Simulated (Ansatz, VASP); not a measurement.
SbSe3 in VASP and in Ansatz

```
Sb Se
1.0
    -2.28566    2.28566    5.10562
     2.28566   -2.28566    5.10562
     2.28566    2.28566   -5.10562
Sb Se
1 3
Cartesian
  0.0000 0.0000 0.0000
  0.0000 0.0000 5.1056
  2.2857 0.0000 2.5528
  0.0000 2.2857 2.5528
```

Alike in both runs: task single point; functional PBE; k mesh 6 × 6 × 6; occupations gaussian, width 0.1 eV; no spin polarisation.

|  | VASP | Ansatz |
| --- | --- | --- |
| version | VASP 6.6.1 | Ansatz 0.2.0 |
| potentials or method | VASP PAW PBE potentials, release 64 (Sb, Se), cutoff 520 eV | scalar-relativistic, plane waves, PAW |
| valence electrons in the cell | 23 | 63 |

```tsv
	VASP	Ansatz	Ansatz less VASP
gap on the k mesh at the Fermi level (eV)	none	none	-
pressure (GPa)	-8.0	-7.9	+0.07
traceless stress, the component that is largest in VASP (GPa)	1.81	1.82	+0.001
```

A gap of «none» marks a metal or a gap that the smearing closes. VASP's potentials hold 23 valence electrons a cell and Ansatz's 63, so a difference there can come from the potentials and not from the codes.

Neither program's run includes spin-orbit coupling.
